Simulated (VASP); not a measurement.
A run of VASP 6.6.1 is set up as follows.

Contents of INCAR:

```
PREC     = Accurate       # precision mode
ENCUT    = 520            # plane-wave cutoff, eV
EDIFF    = 1E-7           # SCF threshold, eV
ISMEAR   = 0              # smearing method
SIGMA    = 0.1            # smearing width, eV
LREAL    = Auto         
LASPH    = T              # aspherical terms in the spheres
NELM     = 60             # most SCF steps
ALGO     = Normal         # electronic algorithm
ISIF     = 2              # what is computed and relaxed
LWAVE    = F              # write WAVECAR
LCHARG   = F              # write CHGCAR
GGA      = PE             # functional
NBANDS   = 38             # bands
```

KPOINTS

```
regular mesh
0
Gamma
  3 3 3
```

File POSCAR:

```
Li16H
1.0
    6.9800000000      0.0000000000      0.0000000000
    0.0000000000      6.9800000000      0.0000000000
    0.0000000000      0.0000000000      6.9800000000
Li H
16 1
Direct
    0.0326848138      0.0133855301      0.0000239255
    0.4634949857      0.0128472779     -0.0001631805
    0.0008048711      0.4917669054      0.0002318052
   -0.0057611748     -0.0107743553      0.5000017192
    0.2491461318      0.2497167622      0.2620676218
    0.4979130372      0.4946714900     -0.0000179083
    0.5031924069     -0.0121829513      0.5002226361
    0.7477279370      0.2389893983      0.2494531519
   -0.0222382521      0.5011730659      0.4997833811
    0.2482118911      0.7346712034      0.2626648997
    0.2489156160      0.2500035817      0.7378378223
    0.5191189112      0.5020646132      0.4999722063
    0.7492540115      0.7598087393      0.2318385387
    0.7479464183      0.2392537249      0.7505088825
    0.2479520057      0.7344428367      0.7372845272
    0.7494895415      0.7595938395      0.7681697708
    0.2472358166      0.1852088825     -0.0001022923
```

Potentials or basis: VASP PAW PBE potentials, release 64 (Li_sv, H).

Launch:

```console
$ cat potpaw_PBE.64/Li_sv/POTCAR potpaw_PBE.64/H/POTCAR > POTCAR
$ mpirun -np 1 vasp_std > vasp.out
```

What does it give for the largest force?

0.013 eV/Å.

Estimate the band gap on the k mesh.

zero (an odd number of electrons rules out a gap without spin polarisation).

Forces on the atoms (eV/Å):
```
Li   0.001  0.002 -0.001
Li  -0.005  0.009  0.000
Li   0.005 -0.008 -0.001
Li  -0.002 -0.004  0.000
Li  -0.001 -0.001  0.005
Li  -0.007 -0.010  0.000
Li   0.003 -0.005 -0.001
Li   0.001  0.003  0.004
Li   0.000 -0.001  0.000
Li  -0.001  0.002 -0.003
Li  -0.001 -0.001 -0.004
Li   0.003  0.003  0.000
Li   0.000 -0.002 -0.008
Li   0.001  0.002 -0.003
Li  -0.001  0.003  0.003
Li  -0.001 -0.001  0.008
H    0.005  0.012  0.001
```
